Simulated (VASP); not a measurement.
# MnO (Fm-3m) in VASP: notebook, part 2 of 2

VASP 6.6.1. The steps go on from the part before.

### 4 Single point, PBE+U, collinear spin, ferromagnetic start

Input file INCAR:

```
PREC = Accurate ; ENCUT = 600
EDIFF = 1E-6 ; ISMEAR = -1
SIGMA = 0.02 ; LREAL = False
LASPH = True ; NELM = 200
ALGO = Normal ; ISIF = 2
LWAVE = False ; LCHARG = True
ISPIN = 2 ; MAGMOM = 0.45 0
LORBIT = 11 ; LMAXMIX = 4
LDAU = True ; LDAUTYPE = 2
LDAUL = 2 -1 ; LDAUU = 2.8 0
LDAUJ = 0 0 ; LDAUPRINT = 1
GGA = PE ; LELF = True
LVHAR = True ; NBANDS = 22
GGA_COMPAT = False
```

Input file KPOINTS:

```
regular mesh
0
Gamma
  9 9 9
```

Input file POSCAR:

```
MnO
1.0
    0.0000000000      2.2400000000      2.2400000000
    2.2400000000      0.0000000000      2.2400000000
    2.2400000000      2.2400000000      0.0000000000
Mn O
1 1
Direct
    0.0000000000      0.0000000000      0.0000000000
    0.5000000000      0.5000000000      0.5000000000
```

Potentials or basis: VASP PAW PBE potentials, release 64 (Mn_sv, O).

Run with:

```
> cat potpaw_PBE.64/Mn_sv/POTCAR potpaw_PBE.64/O/POTCAR > POTCAR
> mpirun -np 1 vasp_std > vasp.out
```

OUTCAR:

```text
PREC = Accurate
   ENCUT = 600
   EDIFF = 1E-6
   ISMEAR = -1
   LREAL = False
   LASPH = True
   NELM = 200
   ISIF = 2
   ISPIN = 2
   LORBIT = 11
   GGA = PE

 ion  position               nearest neighbor table
   1  0.000  0.000  0.000-   2 2.24   2 2.24   2 2.24   2 2.24   2 2.24   2 2.24
   2  0.500  0.500  0.500-   1 2.24   1 2.24   1 2.24   1 2.24   1 2.24   1 2.24

  LATTYP: Found a face centered cubic cell.
 ALAT       =     4.4800000000

  Lattice vectors:

 A1 = (   0.0000000000,   2.2400000000,   2.2400000000)
 A2 = (   2.2400000000,   0.0000000000,   2.2400000000)
[... 1451 lines left out ...]

 VOLUME and BASIS-vectors are now :
 -----------------------------------------------------------------------------
  energy-cutoff  :      600.00
  volume of cell :       22.48
      direct lattice vectors                 reciprocal lattice vectors
     0.000000000  2.240000000  2.240000000    -0.223214286  0.223214286  0.223214286
     2.240000000  0.000000000  2.240000000     0.223214286 -0.223214286  0.223214286
     2.240000000  2.240000000  0.000000000     0.223214286  0.223214286 -0.223214286

 POSITION                                       TOTAL-FORCE (eV/Angst)
 -----------------------------------------------------------------------------------
      0.00000      0.00000      0.00000         0.000000      0.000000      0.000000
      2.24000      2.24000      2.24000         0.000000      0.000000     -0.000000
 -----------------------------------------------------------------------------------
    total drift:                                0.000000      0.000000      0.000000

  FREE ENERGIE OF THE ION-ELECTRON SYSTEM (eV)
  ---------------------------------------------------
  free  energy   TOTEN  =       -15.6097056767 eV

  energy  without entropy=      -15.6095724023  energy(sigma->0) =      -15.60963904

 total charge

# of ion       s       p       d       tot
------------------------------------------
    1        2.113   6.011   4.717  12.842
    2        1.553   3.439   0.000   4.991
--------------------------------------------------
tot          3.666   9.450   4.717  17.833

 magnetization (x)

# of ion       s       p       d       tot
------------------------------------------
    1        0.024   0.015   4.406   4.444
    2        0.026   0.155   0.000   0.181
--------------------------------------------------
tot          0.050   0.170   4.406   4.625
```

OSZICAR:

```text
N       E                     dE             d eps       ncg     rms          rms(c)
DAV:   1     0.277167392555E+03    0.27717E+03   -0.11970E+04  3486   0.134E+03
DAV:   2     0.146050609850E+01   -0.27571E+03   -0.26133E+03  3176   0.424E+02
DAV:   3    -0.130087162111E+02   -0.14469E+02   -0.14222E+02  4210   0.113E+02
DAV:   4    -0.137920722041E+02   -0.78336E+00   -0.77974E+00  4658   0.234E+01
DAV:   5    -0.137977852540E+02   -0.57130E-02   -0.57118E-02  4046   0.198E+00    0.153E+01
DAV:   6    -0.152212977277E+02   -0.14235E+01   -0.32429E+01  4796   0.657E+01    0.294E+01
DAV:   7    -0.138730455792E+02    0.13483E+01   -0.10485E+01  4362   0.481E+01    0.157E+01
DAV:   8    -0.148952828836E+02   -0.10222E+01   -0.31699E-01  4146   0.461E+00    0.125E+01
DAV:   9    -0.155581424352E+02   -0.66286E+00   -0.39316E-01  4528   0.745E+00    0.586E+00
DAV:  10    -0.155059805568E+02    0.52162E-01   -0.34250E-02  4404   0.245E+00    0.467E+00
DAV:  11    -0.155968591275E+02   -0.90879E-01   -0.65154E-02  4384   0.331E+00    0.158E+00
DAV:  12    -0.156081914397E+02   -0.11332E-01   -0.12798E-02  4250   0.117E+00    0.336E-01
DAV:  13    -0.156093517093E+02   -0.11603E-02   -0.15899E-03  3992   0.462E-01    0.212E-01
DAV:  14    -0.156094844867E+02   -0.13278E-03   -0.38771E-04  4408   0.246E-01    0.152E-01
DAV:  15    -0.156096879436E+02   -0.20346E-03   -0.82628E-05  3798   0.968E-02    0.619E-02
DAV:  16    -0.156097045205E+02   -0.16577E-04   -0.13941E-05  4310   0.399E-02    0.169E-02
DAV:  17    -0.156097057233E+02   -0.12028E-05   -0.20614E-06  3766   0.164E-02    0.593E-03
DAV:  18    -0.156097056767E+02    0.46649E-07   -0.26104E-07  2128   0.770E-03
   1 F= -.15609706E+02 E0= -.15609639E+02  d E =-.133274E-03  mag=     5.0001
```

Wall time 48 s (1 thread of Intel Xeon Platinum 8375C at 2.90GHz (Ice Lake), shared host); peak memory 0.18 GiB.

What came out:

* Free energy: -15.6097 eV
* Pressure: 0.8 GPa
* Band gap on the k mesh: zero (filled and empty bands overlap)
* Net moment: 5.00 μB per cell
* Site moments: Mn +4.44; O +0.18 μB
* Valence electrons inside the program's atomic spheres: Mn 12.84; O 4.99

Levels at points of the mesh, in eV from the Fermi level:
Spin up:
| k point | band 9 | band 10 | band 11 | band 12 | band 13 | band 14 | band 15 | band 16 | band 17 | band 18 |
| --- | --- | --- | --- | --- | --- | --- | --- | --- | --- | --- |
| (0.00, 0.00, 0.00) | -3.38 | -3.38 | -3.01 | -3.01 | -3.01 | -0.14 | 14.32 | 16.16 | 16.16 | 16.16 |
Spin down:
| k point | band 5 | band 6 | band 7 | band 8 | band 9 | band 10 | band 11 | band 12 |
| --- | --- | --- | --- | --- | --- | --- | --- | --- |
| (0.00, 0.00, 0.00) | -19.06 | -2.67 | -2.67 | -2.67 | 1.23 | 2.47 | 2.47 | 2.47 |

Eigenvalues of the final occupation matrices:
```tsv
site	spin	trace	eigenvalues
site 1 d	1	4.58	0.90 0.90 0.90 0.94 0.94
site 1 d	2	0.16	0.02 0.02 0.02 0.06 0.06
```

Caveat: a cell with one magnetic atom can't hold antiferromagnetic order, which such compounds often take.

### 5 Single point, PBE+U, collinear spin, ferromagnetic start

Input file INCAR:

```
SYSTEM = MnO
  PREC = Accurate
  ENCUT = 600
  EDIFF = 1E-6
  ISMEAR = -1
  SIGMA = 0.02
  LREAL = .False.
  LASPH = .True.
  NELM = 200
  ALGO = Normal
  ISIF = 2
  LWAVE = .False.
  LCHARG = .True.
  ISPIN = 2
  MAGMOM = 4.5 0
  LORBIT = 11
  LMAXMIX = 4
  LDAU = .True.
  LDAUTYPE = 2
  LDAUL = 2 -1
  LDAUU = 2.8 0
  LDAUJ = 0 0
  LDAUPRINT = 1
  GGA = PE
  LELF = .True.
  LVHAR = .True.
  NBANDS = 22
  GGA_COMPAT = .False.
```

Input file KPOINTS:

```
regular mesh
0
Gamma
  9 9 9
  0 0 0
```

POSCAR is that of step 4.

Run with:

```
> cat potpaw_PBE.64/Mn_sv/POTCAR potpaw_PBE.64/O/POTCAR > POTCAR
> mpirun -np 1 vasp_std > vasp.out
```

It took 50 s on 1 thread of Intel Xeon Platinum 8375C at 2.90GHz (Ice Lake), shared host; peak memory 0.18 GiB.

Results (log left out):

- Free energy: -15.6097 eV
- Pressure: 0.8 GPa
- Band gap on the k mesh: zero (filled and empty bands overlap)
- Net moment: 5.00 μB per cell
- Site moments: Mn +4.44; O +0.18 μB
- Valence electrons inside the program's atomic spheres: Mn 12.84; O 4.99

Levels at points of the mesh, in eV from the Fermi level:
Spin up:
| k point | band 9 | band 10 | band 11 | band 12 | band 13 | band 14 | band 15 | band 16 | band 17 | band 18 |
| --- | --- | --- | --- | --- | --- | --- | --- | --- | --- | --- |
| (0.00, 0.00, 0.00) | -3.38 | -3.38 | -3.01 | -3.01 | -3.01 | -0.14 | 14.32 | 16.16 | 16.16 | 16.16 |
Spin down:
```csv
k point,band 4,band 5,band 6,band 7,band 8,band 9,band 10,band 11,band 12,band 13
"(0.00, 0.00, 0.00)",-45.02,-19.06,-2.67,-2.67,-2.67,1.23,2.47,2.47,2.47,3.10
```

Eigenvalues of the final occupation matrices:
| site | spin | trace | eigenvalues |
| --- | --- | --- | --- |
| site 1 d | 1 | 4.58 | 0.90 0.90 0.90 0.94 0.94 |
| site 1 d | 2 | 0.16 | 0.02 0.02 0.02 0.06 0.06 |

Caveat: a cell with one magnetic atom can't hold antiferromagnetic order, which such compounds often take. The state reached can hang on the start; a lower one may exist.

### 6 Single point, PBE+U, collinear spin, ferromagnetic start

Input file INCAR:

```
PREC = Accurate ; ENCUT = 600
EDIFF = 1E-6 ; ISMEAR = -1
SIGMA = 0.02 ; LREAL = F
LASPH = T ; NELM = 200
ALGO = Normal ; ISIF = 2
LWAVE = F ; LCHARG = T
ISPIN = 2 ; MAGMOM = 5 0
LORBIT = 11 ; NUPDOWN = 5.0
LMAXMIX = 4 ; LDAU = T
LDAUTYPE = 2 ; LDAUL = 2 -1
LDAUU = 2.8 0 ; LDAUJ = 0 0
LDAUPRINT = 1 ; GGA = PE
LELF = T ; LVHAR = T
NBANDS = 22 ; GGA_COMPAT = F
```

Input file KPOINTS:

```
Automatic mesh
0
Gamma
  9 9 9
```

POSCAR is that of step 5.

Potentials or basis: VASP PAW PBE potentials, release 64 (Mn_sv, O).

Run with:

```
> cat potpaw_PBE.64/Mn_sv/POTCAR potpaw_PBE.64/O/POTCAR > POTCAR
> mpirun -np 1 vasp_std > vasp.out
```

Run time: 70 s. Hardware: 1 thread of AMD EPYC 7R43 (Zen 3), shared host; peak memory 0.15 GiB.

Results (log left out):

```
Free energy                                           : -15.6097 eV
Pressure                                              : 0.8 GPa
Net moment                                            : 5.00 μB per cell
Site moments                                          : Mn +4.44; O +0.18 μB
Valence electrons inside the program's atomic spheres : Mn 12.84; O 4.99
```

Eigenvalues of the final occupation matrices:
```csv
site,spin,trace,eigenvalues
site 1 d,1,4.58,0.90 0.90 0.90 0.94 0.94
site 1 d,2,0.16,0.02 0.02 0.02 0.06 0.06
```

Caveat: the total moment is fixed, so each spin has its own Fermi level; a cell with one magnetic atom can't hold antiferromagnetic order, which such compounds often take.

### 7 Summary

```csv
potentials or basis,fixed moment (μB),cutoff (eV),second run,gap on the mesh (eV),pressure (GPa),moment (μB)
"VASP PAW PBE potentials, release 64 (Mn_pv, O)",7.0,520,-,-,70.8,7.00
"VASP PAW PBE potentials, release 64 (Mn_pv, O)",-,520,-,none,3.1,5.00
"VASP PAW PBE potentials, release 64 (Mn_sv, O)",-,600,valence_matched,none,0.8,5.00
"VASP PAW PBE potentials, release 64 (Mn_sv, O)",5.0,600,valence_matched,-,0.8,5.00
```

Alike in all rows: task single point; level PBE+U; spin collinear, ferromagnetic start; Mn d U = 2.8 eV; cell as given; k mesh 9 × 9 × 9; smearing fermi-dirac 0.02 eV.

Caveats: a cell with one magnetic atom can't hold antiferromagnetic order, which such compounds often take; the total moment is fixed, so each spin has its own Fermi level (some runs).

Absolute energies hang on the potentials; compare differences alone.
